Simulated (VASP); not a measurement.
A run of VASP 6.6.1:

Contents of INCAR:

```
SYSTEM = Cs2Au
PREC = Accurate
ENCUT = 520
EDIFF = 1E-7
ISMEAR = 0
SIGMA = 0.1
LREAL = .FALSE.
LASPH = .TRUE.
NELM = 80
ALGO = Fast
ISIF = 2
LWAVE = .FALSE.
LCHARG = .TRUE.
GGA = PE
LELF = .TRUE.
LVHAR = .TRUE.
NBANDS = 22
```

Contents of KPOINTS:

```
Automatic mesh
0
G
  4 4 4
  0 0 0
```

The input POSCAR:

```
Cs2Au
1.0
    0.0000000000      4.0300062500      4.0300062500
    4.0300062500      0.0000000000      4.0300062500
    4.0300062500      4.0300062500      0.0000000000
Cs Au
2 1
Direct
    0.0000000000      0.0000000000      0.0000000000
    0.2500000000      0.2500000000      0.2500000000
    0.7500000000      0.7500000000      0.7500000000
```

Potentials or basis: VASP PAW PBE potentials, release 64 (Cs_sv, Au).

Run with:

```sh
$ cat potpaw_PBE.64/Cs_sv/POTCAR potpaw_PBE.64/Au/POTCAR > POTCAR
$ mpirun -np 1 vasp_std > vasp.out
```

Hardware: 1 thread of Intel(R) Xeon(R) Platinum 8488C (Sapphire Rapids), with other jobs on the host.

Task: How long does it take, and how much memory?

Result: Wall time 33 s on 1 thread of Intel(R) Xeon(R) Platinum 8488C (Sapphire Rapids) (shared host), peak memory 0.26 GiB. Counts: scf iterations 15, k points 8.
